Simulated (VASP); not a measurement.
A run of VASP 6.6.1:

Contents of POSCAR:

```
C
1.0
    0.0000000000      1.7801477551      1.7801477551
    1.7801477551      0.0000000000      1.7801477551
    1.7801477551      1.7801477551      0.0000000000
C
2
Direct
    0.5000000000      0.5000000000      0.5000000000
    0.7500000000      0.7500000000      0.7500000000
```

File INCAR.step1:

```
  ALGO = Normal
  EDIFF = 1E-5
  ENCUT = 910
  GGA = PE
  GGA_COMPAT = False
  ISMEAR = -1
  LASPH = True
  LCHARG = False
  LREAL = False
  LWAVE = True
  NBANDS = 11
  NELM = 120
  PREC = Accurate
  SIGMA = 0.05
```

Contents of INCAR.step2:

```
  ALGO = Normal
  EDIFF = 1E-6
  ENCUT = 910
  GGA_COMPAT = False
  ISIF = 2
  ISMEAR = -1
  ISTART = 1
  LASPH = True
  LCHARG = False
  LMIXTAU = True
  LREAL = False
  LWAVE = False
  METAGGA = R2SCAN
  NBANDS = 11
  NELM = 120
  PREC = Accurate
  SIGMA = 0.05
```

KPOINTS

```
k-points
0
Gamma
  8 8 8
```

Potentials or basis: VASP PAW PBE potentials, release 64 (C_h).

The run is started by

```console
$ cat potpaw_PBE.64/C_h/POTCAR > POTCAR
$ cp INCAR.step1 INCAR
$ mpirun -np 1 vasp_std > vasp.out
$ cp INCAR.step2 INCAR
$ mpirun -np 1 vasp_std > vasp.out
```

Hardware: 1 thread of Intel(R) Xeon(R) Platinum 8259CL CPU @ 2.50GHz (Skylake/Cascade Lake), with other jobs on the host.

Q: How long does it take, and how much memory?

A: It took 34 s on 1 thread of Intel(R) Xeon(R) Platinum 8259CL CPU @ 2.50GHz (Skylake/Cascade Lake), on a shared host, peak memory 0.15 GiB. Counts: k points 29.
